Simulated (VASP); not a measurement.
CdInS2:

```
In Cd S
1.0
     3.86950    0.00000    0.00000
    -1.93475    3.35108    0.00000
     0.00000    0.00000    6.81053
In Cd S
1 1 2
Cartesian
  0.0000 0.0000 3.4053
  0.0000 0.0000 0.0000
  0.0000 2.2341 1.6682
  1.9347 1.1170 5.1423
```

Base run:

| Item | Value |
| --- | --- |
| Program | VASP 6.6.1 |
| Functional | RPBE |
| Potentials or basis | VASP PAW PBE potentials, release 64 (In_d, Cd, S) |
| Cutoff | 520 eV |
| k mesh | 8 × 8 × 4 |
| Occupations | gaussian, width 0.05 eV |
| Spin | no spin polarisation |

Its results: pressure 2.3 GPa; largest force 0.003 eV/Å.

Q: The run is repeated on the same cell with these changes: functional from RPBE to PBEsol. What comes out?

A: Pressure -3.5 GPa; largest force 0.047 eV/Å.

PBEsol binds more tightly than RPBE, so the same cell stands under less pressure.

Caveats: the PAW data sets were made with another functional, which shifts forces and pressure a little.
